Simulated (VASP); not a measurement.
A run of VASP 6.6.1 is set up as follows.

INCAR

```
SYSTEM = BiSe4
ALGO = Normal ; EDIFF = 1E-7
ENCUT = 520 ; GGA = PE
ISIF = 2 ; ISMEAR = 0
LASPH = .TRUE. ; LCHARG = .FALSE.
LREAL = .FALSE. ; LWAVE = .FALSE.
NBANDS = 28 ; NELM = 80
PREC = Accurate ; SIGMA = 0.1
```

KPOINTS

```
k-points
0
G
  6 6 6
  0 0 0
```

Contents of POSCAR:

```
BiSe4
1.0
   -2.4749083000      2.4749083000      5.9099665700
    2.4749083000     -2.4749083000      5.9099665700
    2.4749083000      2.4749083000     -5.9099665700
Bi Se
1 4
Direct
    0.0000000000      0.0000000000      0.0000000000
    0.6183366800      0.6183366800      0.0000000000
    0.7500000000      0.2500000000      0.5000000000
    0.2500000000      0.7500000000      0.5000000000
    0.3816633200      0.3816633200      0.0000000000
```

Potentials or basis: VASP PAW PBE potentials, release 64 (Bi_d, Se).

Launch:

```bash
$ cat potpaw_PBE.64/Bi_d/POTCAR potpaw_PBE.64/Se/POTCAR > POTCAR
$ mpirun -np 1 vasp_std > vasp.out
```

Task: Predict the band gap on the k mesh.

Result: Zero (an odd number of electrons rules out a gap without spin polarisation).

Task: What does it give for the pressure?

Result: -5.4 GPa.

Task: Estimate the largest force.

Result: 0.043 eV/Å.

Forces in eV/Å, atoms in the order of the input:
```
Bi   0.000  0.000  0.000
Se   0.000  0.000  0.043
Se   0.000  0.000  0.000
Se   0.000  0.000  0.000
Se   0.000  0.000 -0.043
```

Caveat: the cell stands under tension; spin-orbit coupling is left out, which moves the levels of the heavy elements.
